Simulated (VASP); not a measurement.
Here is a VASP 6.6.1 calculation.

Contents of POSCAR:

```
ZrB2
1.0
    3.1710083785      0.0000000000      0.0000000000
   -1.5855041892      2.7461738114      0.0000000000
    0.0000000000      0.0000000000      3.5420968564
Zr B
1 2
Direct
    0.0000000000      0.0000000000      0.0000000000
    0.3333333333      0.6666666667      0.5000000000
    0.6666666667      0.3333333333      0.5000000000
```

File INCAR.step1:

```
PREC     = Accurate       # precision mode
ENCUT    = 600            # plane-wave cutoff, eV
ISMEAR   = 0              # smearing method
SIGMA    = 0.05           # smearing width, eV
LREAL    = F              # projectors in reciprocal space
LASPH    = T              # aspherical terms in the spheres
NELM     = 60             # most SCF steps
GGA      = PE             # functional
ALGO     = Normal         # electronic algorithm
EDIFF    = 1E-4           # SCF threshold, eV
LWAVE    = T              # write WAVECAR
LCHARG   = F              # write CHGCAR
```

INCAR.step2

```
PREC     = Accurate       # precision mode
ENCUT    = 600            # plane-wave cutoff, eV
EDIFF    = 1E-6           # SCF threshold, eV
ISMEAR   = 0              # smearing method
SIGMA    = 0.05           # smearing width, eV
LREAL    = F              # projectors in reciprocal space
LASPH    = T              # aspherical terms in the spheres
NELM     = 60             # most SCF steps
ALGO     = Normal         # electronic algorithm
ISIF     = 4              # what is computed and relaxed
LWAVE    = F              # write WAVECAR
LCHARG   = F              # write CHGCAR
METAGGA  = R2SCAN         # meta-GGA
LMIXTAU  = T            
LUSE_VDW = T            
IVDW_NL  = 2            
BPARAM   = 11.95        
CPARAM   = 0.0093       
IBRION   = 2              # ionic algorithm
NSW      = 60             # ionic steps
EDIFFG   = -0.01          # ionic threshold
ISTART   = 1
```

KPOINTS

```
Automatic mesh
0
Gamma
  8 8 8
```

Potentials or basis: VASP PAW PBE potentials, release 64 (Zr_sv, B).

The run is started by

```console
$ cat potpaw_PBE.64/Zr_sv/POTCAR potpaw_PBE.64/B/POTCAR > POTCAR
$ cp INCAR.step1 INCAR
$ mpirun -np 1 vasp_std > vasp.out
$ cp INCAR.step2 INCAR
$ mpirun -np 1 vasp_std > vasp.out
```

(1) Estimate the band gap on the k mesh.

## Answers

(1) zero (bands 9 and 10 overlap by 0.66 eV).
